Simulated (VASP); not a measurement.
# FeS2 (Marcasite) (Pnnm) in VASP: single point with PBE

Aim: the single point of FeS2 (Marcasite) with PBE.

All numbers are computed with VASP 6.6.1; they aren't measurements. Logs are shortened: lines on timing, memory, paths and dates and some standing lists are left out, and cuts for length are marked.

### Step 1. The cell of the first run

It takes space group Pnnm (No. 58, orthorhombic). The conventional cell has a = 4.440 Å, b = 5.390 Å, c = 3.370 Å, α = 90.00°, β = 90.00°, γ = 90.00°. Fe (site symmetry 2/m) has 6 S at 2.22 to 2.24 Å within 2.9 Å. Within 2.9 Å of S (site symmetry m) lie 3 Fe at 2.22 to 2.24 Å and 1 S at 2.27 Å.

### Step 2. Single point, PBE, collinear spin, ferromagnetic start

INCAR reads:

```
SYSTEM = FeS2
  PREC = Accurate
  ENCUT = 600
  EDIFF = 1E-6
  ISMEAR = -1
  SIGMA = 0.05
  LREAL = .FALSE.
  LASPH = .TRUE.
  NELM = 200
  ALGO = Normal
  ISIF = 2
  LWAVE = .FALSE.
  LCHARG = .TRUE.
  ISPIN = 2
  MAGMOM = 3 3 0 0 0 0
  LORBIT = 11
  LMAXMIX = 4
  GGA = PE
  LVHAR = .TRUE.
  NBANDS = 33
  GGA_COMPAT = .FALSE.
  KPAR = 4
```

KPOINTS reads:

```
regular mesh
0
G
  10 8 13
  0 0 0
```

POSCAR reads:

```
FeS2
1.0
    4.4400000000      0.0000000000      0.0000000000
    0.0000000000      5.3900000000      0.0000000000
    0.0000000000      0.0000000000      3.3700000000
Fe S
2 4
Direct
    0.0000000000      0.0000000000      0.0000000000
    0.5000000000      0.5000000000      0.5000000000
    0.2057627857      0.3753080299      0.0000000000
    0.2942372143      0.8753080299      0.5000000000
    0.7942372143      0.6246919701      0.0000000000
    0.7057627857      0.1246919701      0.5000000000
```

Potentials or basis: VASP PAW PBE potentials, release 64 (Fe, S).

Command:

```
> cat potpaw_PBE.64/Fe/POTCAR potpaw_PBE.64/S/POTCAR > POTCAR
> mpirun -np 4 vasp_std > vasp.out
```

OUTCAR:

```text
SYSTEM = FeS2
   PREC = Accurate
   ENCUT = 600
   EDIFF = 1E-6
   ISMEAR = -1
   LREAL = .FALSE.
   LASPH = .TRUE.
   NELM = 200
   ISIF = 2
   ISPIN = 2
   LORBIT = 11
   GGA = PE

 ion  position               nearest neighbor table
   1  0.000  0.000  0.000-   3 2.22   5 2.22   4 2.24   6 2.24   4 2.24   6 2.24
   2  0.500  0.500  0.500-   4 2.22   6 2.22   5 2.24   3 2.24   3 2.24   5 2.24
   3  0.206  0.375  0.000-   1 2.22   2 2.24   2 2.24   5 2.27
   4  0.294  0.875  0.500-   2 2.22   1 2.24   1 2.24   6 2.27
   5  0.794  0.625  0.000-   1 2.22   2 2.24   2 2.24   3 2.27
   6  0.706  0.125  0.500-   2 2.22   1 2.24   1 2.24   4 2.27

  LATTYP: Found a simple orthorhombic cell.
 ALAT       =     3.3700000000
 B/A-ratio  =     1.3175074184
 C/A-ratio  =     1.5994065282

  Lattice vectors:

 A1 = (   0.0000000000,   0.0000000000,   3.3700000000)
 A2 = (   4.4400000000,   0.0000000000,   0.0000000000)
 A3 = (   0.0000000000,   5.3900000000,   0.0000000000)

Analysis of symmetry for initial positions (statically):
=====================================================================
 Subroutine PRICEL returns:
 Original cell was already a primitive cell.

 Routine SETGRP: Setting up the symmetry group for a
 simple orthorhombic supercell.

 Subroutine GETGRP returns: Found  8 space group operations
 (whereof  4 operations were pure point group operations)
 out of a pool of  8 trial point group operations.

The static configuration has the point symmetry C_2h.
 The point group associated with its full space group is D_2h.

Analysis of symmetry for dynamics (positions and initial velocities):
=====================================================================
 Subroutine PRICEL returns:
 Original cell was already a primitive cell.

 Routine SETGRP: Setting up the symmetry group for a
 simple orthorhombic supercell.

 Subroutine GETGRP returns: Found  8 space group operations
 (whereof  4 operations were pure point group operations)
 out of a pool of  8 trial point group operations.

The dynamic configuration has the point symmetry C_2h.
 The point group associated with its full space group is D_2h.

Analysis of structural, dynamic, and magnetic symmetry:
=====================================================================
 Subroutine PRICEL returns:
 Original cell was already a primitive cell.

 Routine SETGRP: Setting up the symmetry group for a
 simple orthorhombic supercell.

 Subroutine GETGRP returns: Found  8 space group operations
 (whereof  4 operations were pure point group operations)
 out of a pool of  8 trial point group operations.

The overall configuration has the point symmetry C_2h.
 The point group associated with its full space group is D_2h.

 Subroutine INISYM returns: Found  8 space group operations
 (whereof  4 operations are pure point group operations),
 and found     1 'primitive' translations

----------------------------------------------------------------------------------------

                                     Primitive cell

  volume of cell :      80.6495

  direct lattice vectors                    reciprocal lattice vectors
     4.440000000  0.000000000  0.000000000     0.225225225  0.000000000  0.000000000
     0.000000000  5.390000000  0.000000000     0.000000000  0.185528757  0.000000000
     0.000000000  0.000000000  3.370000000     0.000000000  0.000000000  0.296735905

  length of vectors
     4.440000000  5.390000000  3.370000000     0.225225225  0.185528757  0.296735905

  position of ions in fractional coordinates (direct lattice)
     0.000000000  0.000000000  0.000000000
     0.500000000  0.500000000  0.500000000
     0.205762786  0.375308030  0.000000000
     0.294237214  0.875308030  0.500000000
     0.794237214  0.624691970  0.000000000
     0.705762786  0.124691970  0.500000000

  ion indices of the primitive-cell ions
   primitive index   ion index
                 1           1
                 2           2
                 3           3
                 4           4
                 5           5
                 6           6

[... 32 lines left out ...]
  0.400000  0.000000  0.000000      2.000000
  0.500000  0.000000  0.000000      1.000000
[... 16 lines left out ...]
  0.400000  0.375000  0.000000      4.000000
  0.500000  0.375000  0.000000      2.000000
 [... further k-points ...]
   k-points           NKPTS =    210   k-points in BZ     NKDIM =    210   number of bands    NBANDS=     33
   number of dos      NEDOS =    301   number of ions     NIONS =      6
   total plane-waves  NPLWV =  48384
   dimension x,y,z NGX =    36 NGY =   48 NGZ =   28
   dimension x,y,z NGXF=    72 NGYF=   96 NGZF=   56
   ions per type =               2   4
   NGX,Y,Z   is equivalent  to a cutoff of  13.48, 14.80, 13.81 a.u.
   NGXF,Y,Z  is equivalent  to a cutoff of  26.96, 29.61, 27.63 a.u.
 SYSTEM =  FeS2
   PREC   = accura    normal or accurate (medium, high low for compatibility)
   ISTART =      0    job   : 0-new  1-cont  2-samecut
   ICHARG =      2    charge: 1-file 2-atom 10-const
   ISPIN  =      2    spin polarized calculation?
   LNONCOLLINEAR =      F non collinear calculations
   LSORBIT =      F    spin-orbit coupling
   LASPH  =      T    aspherical Exc in radial PAW
   ENCUT  =  600.0 eV  44.10 Ry    6.64 a.u.   8.87 10.77  6.73*2*pi/ulx,y,z
   NELM   =    200;   NELMIN=  2; NELMDL= -5     # of ELM steps
   EDIFF  = 0.1E-05   stopping-criterion for ELM
   LREAL  =      F    real-space projection
   EDIFFG = 0.1E-04   stopping-criterion for IOM
   NSW    =      0    number of steps for IOM
   IBRION =     -1    ionic relax: 0-MD 1-quasi-New 2-CG
   NFREE  =      0    steps in history (QN), initial steepest desc. (CG)
   ISIF   =      2    stress and relaxation
   ISYM   =      2    0-nonsym 1-usesym 2-fastsym
   POTIM  = 0.5000    time-step for ionic-motion
   TEBEG  =    0.0;   TEEND  =   0.0 temperature during run
   PSTRESS=    0.0 pullay stress
   NELECT =      40.0000    total number of electrons
   NUPDOWN=      -1.0000    fix difference up-down
   EMIN   =  10.00;   EMAX   =-10.00  energy-range for DOS
   EFERMI =   0.00;   METHOD = LEGACY
   ISMEAR =    -1;   SIGMA  =   0.05  broadening in eV -4-tet -1-fermi 0-gaus
   EFERMI_NEDOS =   21; number of points for ismear=-14 and -15
   IALGO  =     38    algorithm
   IMIX   =      4    mixing-type and parameters
     AMIX     =   0.40;   BMIX     =  1.00
     AMIX_MAG =   1.60;   BMIX_MAG =  1.00
  volume/ion in A,a.u.               =      13.44        90.71
  Fermi-wavevector in a.u.,A,eV,Ry     =   1.295869  2.448836 22.847927  1.679275
  Thomas-Fermi vector in A             =   2.427361
   LORBIT       =     11    0 simple, 1 ext, 2 COOP (PROOUT), +10 PAW based schemes
   GGA     = PE    functional components
   LHFCALC =     F    Hartree Fock is set to
   AEXX    =    0.0000 exact exchange contribution
   IVDW    =     0    specifies the selected vdW correction
   LEPSILON=     F    determine dielectric tensor
   LRPA    =     F    only Hartree local field effects (RPA)
 spin polarized calculation
  energy-cutoff  :      600.00
  volume of cell :       80.65
 maximum number of plane-waves:      2732
 NGX is ok and might be reduce to    36
   NGX = 17   NGY = 21   NGZ = 13

 number of electron      39.9999996 magnetization      -0.0503456

 number of electron      39.9999996 magnetization       0.0003950

 Free energy of the ion-electron system (eV)
  ---------------------------------------------------
  ext. energy  EPLUGINS =         0.00000000
  ---------------------------------------------------
  free energy    TOTEN  =       -36.10048213 eV

  energy without entropy =      -36.10046573  energy(sigma->0) =      -36.10047393

 E-fermi :   8.3269     XC(G=0): -11.7641

 val. band max:        7.8926072149   @ k =   0.4000   0.0000   0.0000
 cond. band min:       8.7289203873   @ k =   0.0000   0.5000   0.4615
 fundamental gap:      0.8363131724
 Fermi energy:         8.3269068909

 spin component 1

 k-point     1 :       0.0000    0.0000    0.0000
  band No.  band energies     occupation
      1      -8.9013      1.00000
      2      -6.4676      1.00000
      3      -4.6969      1.00000
      4      -3.9824      1.00000
      5       0.1812      1.00000
      6       1.7020      1.00000
[... 829 lines left out ...]
     31      17.0480      0.00000
     32      17.0951      0.00000

 [... further k-points ...]

 spin component 2

 k-point     1 :       0.0000    0.0000    0.0000
  band No.  band energies     occupation
      1      -8.9012      1.00000
      2      -6.4676      1.00000
      3      -4.6969      1.00000
      4      -3.9824      1.00000
      5       0.1812      1.00000
      6       1.7020      1.00000
[... 829 lines left out ...]
     31      17.0480      0.00000
     32      17.0601      0.00000

 [... further k-points ...]

 [bands above 32 left out]

------------------------ aborting loop because EDIFF is reached ----------------------------------------

  FORCE on cell =-STRESS in cart. coord.  units (eV):
  Direction    XX          YY          ZZ          XY          YZ          ZX
  --------------------------------------------------------------------------------------
  -------------------------------------------------------------------------------------
  Total        0.3423873      0.9313155      1.0920234      0.0000000      0.0000000      0.0000000
  in kB        6.8018424     18.5014499     21.6940621      0.0000000      0.0000000      0.0000000
  external PRESSURE =      15.6657848 kB  Pullay stress =       0.0000000 kB

 VOLUME and BASIS-vectors are now :
 -----------------------------------------------------------------------------
  energy-cutoff  :      600.00
  volume of cell :       80.65
      direct lattice vectors                 reciprocal lattice vectors
     4.440000000  0.000000000  0.000000000     0.225225225  0.000000000  0.000000000
     0.000000000  5.390000000  0.000000000     0.000000000  0.185528757  0.000000000
     0.000000000  0.000000000  3.370000000     0.000000000  0.000000000  0.296735905

 POSITION                                       TOTAL-FORCE (eV/Angst)
 -----------------------------------------------------------------------------------
      0.00000      0.00000      0.00000         0.000000      0.000000      0.000000
      2.22000      2.69500      1.68500         0.000000      0.000000      0.000000
      0.91359      2.02291      0.00000        -0.053778      0.028077      0.000000
      1.30641      4.71791      1.68500         0.053778      0.028077     -0.000000
      3.52641      3.36709      0.00000         0.053778     -0.028077     -0.000000
      3.13359      0.67209      1.68500        -0.053778     -0.028077      0.000000
 -----------------------------------------------------------------------------------
    total drift:                               -0.000000      0.000000      0.000000

  FREE ENERGIE OF THE ION-ELECTRON SYSTEM (eV)
  ---------------------------------------------------
  free  energy   TOTEN  =       -36.1004821294 eV

  energy  without entropy=      -36.1004657311  energy(sigma->0) =      -36.10047393

 total charge

# of ion       s       p       d       tot
------------------------------------------
    1        0.445   0.672   6.521   7.638
    2        0.445   0.672   6.521   7.638
    3        1.347   2.299   0.000   3.646
    4        1.347   2.299   0.000   3.646
    5        1.347   2.299   0.000   3.646
    6        1.347   2.299   0.000   3.646
--------------------------------------------------
tot          6.278  10.539  13.042  29.859

 magnetization (x)

# of ion       s       p       d       tot
------------------------------------------
    1        0.000   0.000   0.000   0.000
    2        0.000   0.000   0.000   0.000
    3       -0.000  -0.000   0.000  -0.000
    4       -0.000  -0.000   0.000  -0.000
    5       -0.000  -0.000   0.000  -0.000
    6       -0.000  -0.000   0.000  -0.000
--------------------------------------------------
tot          0.000  -0.000   0.000   0.000
```

It took 3.2 min on 4 MPI ranks of Intel Xeon 6975P-C (Granite Rapids), shared host; peak memory 0.93 GiB.

What came out:

| Item | Value |
| --- | --- |
| Free energy | -36.1005 eV |
| Pressure | 1.6 GPa |
| Largest force | 0.061 eV/Å |
| Band gap on the k mesh | 0.84 eV, indirect (least direct gap 1.15 eV) |
| Net moment | 0.00 μB per cell |
| Valence electrons inside the program's atomic spheres | Fe 7.64; S 3.65 |

Forces in eV/Å, atoms in the order of the input:
```
Fe   0.000  0.000  0.000
Fe   0.000  0.000  0.000
S   -0.054  0.028  0.000
S    0.054  0.028  0.000
S    0.054 -0.028  0.000
S   -0.054 -0.028  0.000
```

Stress tensor (GPa, compression positive):
```
0.68 0.00 0.00
0.00 1.85 0.00
0.00 0.00 2.17
```

Levels at points of the mesh, in eV from the valence-band top:
Spin up:
| k point | band 18 | band 19 | band 20 | band 21 | band 22 | band 23 |
| --- | --- | --- | --- | --- | --- | --- |
| (0.00, 0.00, 0.00) | -0.84 | -0.81 | -0.51 | 1.09 | 1.37 | 2.64 |
| (0.50, 0.00, 0.00) | -0.73 | -0.15 | -0.15 | 1.82 | 1.82 | 1.84 |
| (0.00, 0.50, 0.00) | -0.88 | -0.37 | -0.37 | 1.06 | 1.06 | 2.43 |
| (0.50, 0.50, 0.00) | -1.19 | -0.97 | -0.97 | 1.36 | 1.36 | 2.01 |
Spin down:
| k point | band 17 | band 18 | band 19 | band 20 | band 21 | band 22 | band 23 | band 24 |
| --- | --- | --- | --- | --- | --- | --- | --- | --- |
| (0.00, 0.00, 0.00) | -1.01 | -0.84 | -0.80 | -0.51 | 1.09 | 1.37 | 2.64 | 3.08 |
| (0.50, 0.00, 0.00) | -0.73 | -0.73 | -0.15 | -0.15 | 1.82 | 1.82 | 1.84 | 1.84 |
| (0.00, 0.50, 0.00) | -0.88 | -0.88 | -0.37 | -0.37 | 1.06 | 1.06 | 2.43 | 2.43 |
| (0.50, 0.50, 0.00) | -1.19 | -1.19 | -0.97 | -0.97 | 1.36 | 1.36 | 2.01 | 2.01 |

Caveat: the starting moments collapsed, and a magnetic state may lie lower.
